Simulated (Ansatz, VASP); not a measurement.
## Two plane-wave programs on SiC

The input INCAR:

```
PREC = Accurate ; ENCUT = 600
EDIFF = 1E-6 ; ISMEAR = -1
SIGMA = 0.01 ; LREAL = F
LASPH = T ; NELM = 120
ALGO = Normal ; ISIF = 2
LWAVE = F ; LCHARG = F
GGA = PE ; NBANDS = 11
GGA_COMPAT = F
```

Contents of KPOINTS:

```
Automatic mesh
0
Gamma
  11 11 11
```

The input POSCAR:

```
SiC
1.0
    0.0000000000      2.1898619285      2.1898619285
    2.1898619285      0.0000000000      2.1898619285
    2.1898619285      2.1898619285      0.0000000000
Si C
1 1
Direct
    0.7500000005      0.7500000005      0.7500000005
    0.0000000000      0.0000000000      0.0000000000
```

Input for Ansatz:

```yaml
crystal:
  lattice:
    - [0.0, 2.1898619285, 2.1898619285]
    - [2.1898619285, 0.0, 2.1898619285]
    - [2.1898619285, 2.1898619285, 0.0]
  atoms:
    - { symbol: Si, position: [0.7500000005, 0.7500000005, 0.7500000005] }
    - { symbol: C, position: [0.0, 0.0, 0.0] }
basis:
  ecutwfc: 420.0
  ecutrho_ratio: 4
  xc_grid: 2
  fft_grid_basis: typed
  precision: f64
hamiltonian:
  pseudopotentials: { kind: paw }
scf:
  max_iter: 100
  self_checks: high
  occupations: { method: fermi_dirac, width: 0.01 }
kpoints:
  mp_grid: { grid: [11, 11, 11] }
  band_path: { path: [VBM, CBM], npoints: 1 }
checkpoint:
  write: "../edges.s2.run"
  compress: false
  write_wavefunctions: true
  write_every: 100000
```

Alike in both runs: task single point; functional PBE; k mesh 11 × 11 × 11; occupations fermi-dirac, width 0.01 eV; no spin polarisation.

```csv
,VASP,Ansatz
version,VASP 6.6.1,Ansatz 0.2.0
potentials or method,"VASP PAW PBE potentials, release 64 (Si, C), cutoff 600 eV",plane-wave PAW DFT
valence electrons in the cell,8,8
```

```csv
,VASP,Ansatz,Ansatz less VASP
gap on the k mesh at the Fermi level (eV),1.47,1.47,+0.002
```
